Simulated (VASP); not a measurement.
# C (Fd-3m) in VASP: further runs

C is run at these levels: PBEsol; tasks: single point.

All numbers are computed with VASP 6.6.1; they aren't measurements. Logs are shortened: lines on timing, memory, paths and dates and some standing lists are left out, and cuts for length are marked.

**1. The cell of the first run**

Symmetry: Fd-3m, No. 227, cubic system. The conventional cell has a = 3.567 Å, b = 3.567 Å, c = 3.567 Å, α = 90.00°, β = 90.00°, γ = 90.00°. Within 2.1 Å of C (site symmetry -43m) lie 4 C at 1.54 Å.

**2. Single point, PBEsol**

File INCAR:

```
ALGO     = Normal         # electronic algorithm
EDIFF    = 1E-6           # SCF threshold, eV
ENCUT    = 520            # plane-wave cutoff, eV
GGA      = PS             # functional
ISIF     = 2              # what is computed and relaxed
ISMEAR   = 0              # smearing method
LASPH    = True           # aspherical terms in the spheres
LCHARG   = False          # write CHGCAR
LREAL    = False          # projectors in reciprocal space
LWAVE    = False          # write WAVECAR
NBANDS   = 11             # bands
NELM     = 60             # most SCF steps
PREC     = Accurate       # precision mode
SIGMA    = 0.01           # smearing width, eV
```

File KPOINTS:

```
k-points
0
Gamma
  14 14 14
```

File POSCAR:

```
C
1.0
    0.0000000000      1.7833700000      1.7833700000
    1.7833700000      0.0000000000      1.7833700000
    1.7833700000      1.7833700000      0.0000000000
C
2
Direct
    0.0000000000      0.0000000000      0.0000000000
    0.2500000000      0.2500000000      0.2500000000
```

Potentials or basis: VASP PAW PBE potentials, release 64 (C).

Command:

```sh
$ cat potpaw_PBE.64/C/POTCAR > POTCAR
$ mpirun -np 1 vasp_std > vasp.out
```

OUTCAR:

```text
EDIFF = 1E-6
   ENCUT = 520
   GGA = PS
   ISIF = 2
   ISMEAR = 0
   LASPH = True
   LREAL = False
   NELM = 60
   PREC = Accurate

 ion  position               nearest neighbor table
   1  0.000  0.000  0.000-   2 1.54   2 1.54   2 1.54   2 1.54
   2  0.250  0.250  0.250-   1 1.54   1 1.54   1 1.54   1 1.54

  LATTYP: Found a face centered cubic cell.
 ALAT       =     3.5667400000

  Lattice vectors:

 A1 = (   0.0000000000,   1.7833700000,   1.7833700000)
 A2 = (   1.7833700000,   0.0000000000,   1.7833700000)
 A3 = (   1.7833700000,   1.7833700000,   0.0000000000)

Analysis of symmetry for initial positions (statically):
=====================================================================
 Subroutine PRICEL returns:
 Original cell was already a primitive cell.

 Routine SETGRP: Setting up the symmetry group for a
 face centered cubic supercell.

 Subroutine GETGRP returns: Found 48 space group operations
 (whereof 24 operations were pure point group operations)
 out of a pool of 48 trial point group operations.

The static configuration has the point symmetry T_d .
 The point group associated with its full space group is O_h .

Analysis of symmetry for dynamics (positions and initial velocities):
=====================================================================
 Subroutine PRICEL returns:
 Original cell was already a primitive cell.

 Routine SETGRP: Setting up the symmetry group for a
 face centered cubic supercell.

 Subroutine GETGRP returns: Found 48 space group operations
 (whereof 24 operations were pure point group operations)
 out of a pool of 48 trial point group operations.

The dynamic configuration has the point symmetry T_d .
 The point group associated with its full space group is O_h .

 Subroutine INISYM returns: Found 48 space group operations
 (whereof 24 operations are pure point group operations),
 and found     1 'primitive' translations

----------------------------------------------------------------------------------------

                                     Primitive cell

  volume of cell :      11.3437

  direct lattice vectors                    reciprocal lattice vectors
     0.000000000  1.783370000  1.783370000    -0.280368067  0.280368067  0.280368067
     1.783370000  0.000000000  1.783370000     0.280368067 -0.280368067  0.280368067
     1.783370000  1.783370000  0.000000000     0.280368067  0.280368067 -0.280368067

  length of vectors
     2.522066041  2.522066041  2.522066041     0.485611737  0.485611737  0.485611737

  position of ions in fractional coordinates (direct lattice)
     0.000000000  0.000000000  0.000000000
     0.250000000  0.250000000  0.250000000

  ion indices of the primitive-cell ions
   primitive index   ion index
                 1           1
                 2           2

----------------------------------------------------------------------------------------

 KPOINTS: k-points

Automatic generation of k-mesh.
 Grid dimensions read from file:
 generate k-points for:   14   14   14

 Generating k-lattice:

  Cartesian coordinates                     Fractional coordinates (reciprocal lattice)
    -0.020026291  0.020026291  0.020026291     0.071428571  0.000000000  0.000000000
     0.020026291 -0.020026291  0.020026291     0.000000000  0.071428571  0.000000000
     0.020026291  0.020026291 -0.020026291     0.000000000  0.000000000  0.071428571

  Length of vectors
     0.034686553  0.034686553  0.034686553

  Shift w.r.t. Gamma in fractional coordinates (k-lattice)
     0.000000000  0.000000000  0.000000000

 Subroutine IBZKPT returns following result:
 ===========================================

 Found    104 irreducible k-points:

 Following reciprocal coordinates:
            Coordinates               Weight
  0.000000  0.000000  0.000000      1.000000
  0.071429  0.000000  0.000000      8.000000
  0.142857  0.000000  0.000000      8.000000
  0.214286  0.000000  0.000000      8.000000
  0.285714  0.000000  0.000000      8.000000
  0.357143  0.000000  0.000000      8.000000
[... 16 lines left out ...]
  0.214286  0.142857  0.000000     24.000000
  0.285714  0.142857  0.000000     24.000000
 [... further k-points ...]
   k-points           NKPTS =    104   k-points in BZ     NKDIM =    104   number of bands    NBANDS=     11
   number of dos      NEDOS =    301   number of ions     NIONS =      2
   total plane-waves  NPLWV =   8000
   dimension x,y,z NGX =    20 NGY =   20 NGZ =   20
   dimension x,y,z NGXF=    40 NGYF=   40 NGZF=   40
   ions per type =               2
   NGX,Y,Z   is equivalent  to a cutoff of  13.18, 13.18, 13.18 a.u.
   NGXF,Y,Z  is equivalent  to a cutoff of  26.37, 26.37, 26.37 a.u.
 SYSTEM =  unknown system
   PREC   = accura    normal or accurate (medium, high low for compatibility)
   ISTART =      0    job   : 0-new  1-cont  2-samecut
   ICHARG =      2    charge: 1-file 2-atom 10-const
   ISPIN  =      1    spin polarized calculation?
   LNONCOLLINEAR =      F non collinear calculations
   LSORBIT =      F    spin-orbit coupling
   LASPH  =      T    aspherical Exc in radial PAW
   ENCUT  =  520.0 eV  38.22 Ry    6.18 a.u.   4.69  4.69  4.69*2*pi/ulx,y,z
   NELM   =     60;   NELMIN=  2; NELMDL= -5     # of ELM steps
   EDIFF  = 0.1E-05   stopping-criterion for ELM
   LREAL  =      F    real-space projection
   EDIFFG = 0.1E-04   stopping-criterion for IOM
   NSW    =      0    number of steps for IOM
   IBRION =     -1    ionic relax: 0-MD 1-quasi-New 2-CG
   NFREE  =      0    steps in history (QN), initial steepest desc. (CG)
   ISIF   =      2    stress and relaxation
   ISYM   =      2    0-nonsym 1-usesym 2-fastsym
   POTIM  = 0.5000    time-step for ionic-motion
   TEBEG  =    0.0;   TEEND  =   0.0 temperature during run
   PSTRESS=    0.0 pullay stress
   NELECT =       8.0000    total number of electrons
   NUPDOWN=      -1.0000    fix difference up-down
   EMIN   =  10.00;   EMAX   =-10.00  energy-range for DOS
   EFERMI =   0.00;   METHOD = LEGACY
   ISMEAR =     0;   SIGMA  =   0.01  broadening in eV -4-tet -1-fermi 0-gaus
   EFERMI_NEDOS =   21; number of points for ismear=-14 and -15
   IALGO  =     38    algorithm
   IMIX   =      4    mixing-type and parameters
     AMIX     =   0.40;   BMIX     =  1.00
     AMIX_MAG =   1.60;   BMIX_MAG =  1.00
  volume/ion in A,a.u.               =       5.67        38.28
  Fermi-wavevector in a.u.,A,eV,Ry     =   1.457203  2.753714 28.891161  2.123440
  Thomas-Fermi vector in A             =   2.574032
   LORBIT       =      0    0 simple, 1 ext, 2 COOP (PROOUT), +10 PAW based schemes
   GGA     = PS    functional components
   LHFCALC =     F    Hartree Fock is set to
   AEXX    =    0.0000 exact exchange contribution
   IVDW    =     0    specifies the selected vdW correction
   LEPSILON=     F    determine dielectric tensor
   LRPA    =     F    only Hartree local field effects (RPA)
 non-spin polarized calculation
 Gauss-broadening in eV      SIGMA  =   0.01
  energy-cutoff  :      520.00
  volume of cell :       11.34
 maximum number of plane-waves:       316
   NGX =  9   NGY =  9   NGZ =  9

 number of electron       7.9999999 magnetization

 Free energy of the ion-electron system (eV)
  ---------------------------------------------------
  ext. energy  EPLUGINS =         0.00000000
  ---------------------------------------------------
  free energy    TOTEN  =       -19.24886676 eV

  energy without entropy =      -19.24886676  energy(sigma->0) =      -19.24886676

 E-fermi :   9.8096     XC(G=0): -13.4329

 val. band max:        9.7095987074   @ k =   0.0000   0.0000   0.0000
 cond. band min:      13.7154177854   @ k =   0.3571   0.3571   0.0000
 fundamental gap:      4.0058190780
 Fermi energy:         9.8095969357

 k-point     1 :       0.0000    0.0000    0.0000
  band No.  band energies     occupation
      1     -11.8125      2.00000
      2       9.7096      2.00000
      3       9.7096      2.00000
      4       9.7096      2.00000
      5      15.2487      0.00000
      6      15.2487      0.00000
      7      15.2487      0.00000
      8      23.0783      0.00000
      9      28.6666      0.00000
     10      36.1767      0.00000
     11      36.1767      0.00000

 k-point     2 :       0.0714    0.0000    0.0000
  band No.  band energies     occupation
      1     -11.6708      2.00000
      2       8.7690      2.00000
      3       9.4640      2.00000
      4       9.4640      2.00000
      5      15.5692      0.00000
      6      15.5692      0.00000
      7      15.8092      0.00000
      8      23.1924      0.00000
      9      28.9115      0.00000
     10      34.2618      0.00000
     11      34.2618      0.00000

 k-point     3 :       0.1429    0.0000    0.0000
  band No.  band energies     occupation
      1     -11.2467      2.00000
      2       6.7147      2.00000
      3       8.8941      2.00000
      4       8.8941      2.00000
      5      16.3186      0.00000
      6      16.3186      0.00000
      7      16.7754      0.00000
      8      23.5240      0.00000
      9      29.4832      0.00000
     10      32.6905      0.00000
     11      32.6905      0.00000

 k-point     4 :       0.2143    0.0000    0.0000
  band No.  band energies     occupation
      1     -10.5446      2.00000
      2       4.3135      2.00000
      3       8.2524      2.00000
      4       8.2524      2.00000
      5      17.1205      0.00000
      6      17.1205      0.00000
      7      17.5442      0.00000
      8      24.0164      0.00000
      9      29.9819      0.00000
     10      31.9468      0.00000
     11      31.9468      0.00000

 k-point     5 :       0.2857    0.0000    0.0000
  band No.  band energies     occupation
      1      -9.5730      2.00000
      2       1.8710      2.00000
      3       7.6837      2.00000
      4       7.6837      2.00000
      5      17.7043      0.00000
      6      17.7043      0.00000
      7      18.0432      0.00000
      8      24.5428      0.00000
      9      30.2271      0.00000
     10      32.1433      0.00000
     11      32.1433      0.00000
[... 211 lines left out ...]
 k-point    21 :      -0.0714    0.0714    0.0000
  band No.  band energies     occupation
      1     -11.4350      2.00000
      2       7.9368      2.00000
      3       8.3447      2.00000
      4       9.4727      2.00000
      5      15.6309      0.00000
      6      16.2765      0.00000
      7      16.6113      0.00000
      8      23.3235      0.00000
      9      29.2770      0.00000
     10      32.2627      0.00000
     11      33.6783      0.00000

 k-point    22 :       0.1429    0.1429    0.0000
  band No.  band energies     occupation
      1     -11.0585      2.00000
      2       7.6004      2.00000
      3       7.6004      2.00000
      4       8.0253      2.00000
      5      14.7138      0.00000
      6      17.9927      0.00000
      7      17.9927      0.00000
      8      22.7954      0.00000
      9      29.7924      0.00000
     10      29.8896      0.00000
     11      37.1320      0.00000

 k-point    23 :       0.2143    0.1429    0.0000
  band No.  band energies     occupation
      1     -10.5435      2.00000
      2       5.8839      2.00000
      3       6.9110      2.00000
      4       7.6786      2.00000
      5      14.8774      0.00000
      6      18.9616      0.00000
      7      18.9929      0.00000
      8      22.2557      0.00000
      9      29.4899      0.00000
     10      30.4667      0.00000
     11      36.3350      0.00000

 k-point    24 :       0.2857    0.1429    0.0000
  band No.  band energies     occupation
      1      -9.7544      2.00000
      2       3.6666      2.00000
      3       6.3671      2.00000
      4       7.1092      2.00000
      5      15.5485      0.00000
      6      19.6553      0.00000
      7      19.7443      0.00000
      8      21.9713      0.00000
      9      29.9806      0.00000
     10      30.8570      0.00000
     11      35.8292      0.00000

 [... further k-points ...]

------------------------ aborting loop because EDIFF is reached ----------------------------------------

  FORCE on cell =-STRESS in cart. coord.  units (eV):
  Direction    XX          YY          ZZ          XY          YZ          ZX
  --------------------------------------------------------------------------------------
  -------------------------------------------------------------------------------------
  Total       -0.2661751     -0.2661751     -0.2661751      0.0000000     -0.0000000      0.0000000
  in kB      -37.5944478    -37.5944478    -37.5944478      0.0000000     -0.0000000      0.0000000
  external PRESSURE =     -37.5944478 kB  Pullay stress =       0.0000000 kB

 VOLUME and BASIS-vectors are now :
 -----------------------------------------------------------------------------
  energy-cutoff  :      520.00
  volume of cell :       11.34
      direct lattice vectors                 reciprocal lattice vectors
     0.000000000  1.783370000  1.783370000    -0.280368067  0.280368067  0.280368067
     1.783370000  0.000000000  1.783370000     0.280368067 -0.280368067  0.280368067
     1.783370000  1.783370000  0.000000000     0.280368067  0.280368067 -0.280368067

 POSITION                                       TOTAL-FORCE (eV/Angst)
 -----------------------------------------------------------------------------------
      0.00000      0.00000      0.00000        -0.000000     -0.000000      0.000000
      0.89168      0.89168      0.89168         0.000000      0.000000     -0.000000
 -----------------------------------------------------------------------------------
    total drift:                                0.000000      0.000000      0.000000

  FREE ENERGIE OF THE ION-ELECTRON SYSTEM (eV)
  ---------------------------------------------------
  free  energy   TOTEN  =       -19.2488667565 eV

  energy  without entropy=      -19.2488667565  energy(sigma->0) =      -19.24886676
```

It took 23 s on 1 thread of AMD EPYC 7R13, shared host; peak memory 0.09 GiB.

Results:

```yaml
Free_energy: -19.2489 eV
Pressure: -3.8 GPa
Band_gap_on_the_k_mesh: 4.01 eV, indirect (least direct gap 5.54 eV)
```

Caveat: the PAW data sets were made with another functional, which shifts forces and pressure a little.

**3. Single point, PBEsol**

File INCAR:

```
ALGO = Normal
EDIFF = 1E-6
ENCUT = 910
GGA = PS
GGA_COMPAT = False
ISIF = 2
ISMEAR = 0
LASPH = True
LCHARG = False
LREAL = False
LWAVE = False
NBANDS = 11
NELM = 120
PREC = Accurate
SIGMA = 0.01
```

File KPOINTS:

```
k-points
0
Gamma
  8 8 8
```

POSCAR is that of step 2.

Potentials or basis: VASP PAW PBE potentials, release 64 (C_h).

Command:

```sh
$ cat potpaw_PBE.64/C_h/POTCAR > POTCAR
$ mpirun -np 1 vasp_std > vasp.out
```

It took 4.7 s on 1 thread of Intel Xeon 6975P-C (Granite Rapids), shared host; peak memory 0.13 GiB.

The run converged. Its results:

```yaml
Free_energy: -19.2739 eV
Pressure: -4.8 GPa
Band_gap_on_the_k_mesh: 4.01 eV, indirect (least direct gap 5.54 eV)
```

Levels at points of the mesh, in eV from the valence-band top:
| k point | band 1 | band 2 | band 3 | band 4 | band 5 | band 6 | band 7 | band 8 | band 9 |
| --- | --- | --- | --- | --- | --- | --- | --- | --- | --- |
| (0.00, 0.00, 0.00) | -21.52 | 0.00 | 0.00 | 0.00 | 5.54 | 5.54 | 5.54 | 13.38 | 18.96 |
| (0.50, 0.00, 0.00) | -15.69 | -13.46 | -2.81 | -2.81 | 8.39 | 8.39 | 8.84 | 15.49 | 21.64 |
| (0.50, 0.50, 0.00) | -12.77 | -12.77 | -6.33 | -6.33 | 4.60 | 4.60 | 16.79 | 16.79 | 23.07 |

Caveat: the cutoff is under 1.25 times the usual one of these potentials, so pressure, stress and relaxed cells hold a basis-set (Pulay) error; the PAW data sets were made with another functional, which shifts forces and pressure a little. A k mesh can miss the band edges.

(Part 1 of 2 ends here.)
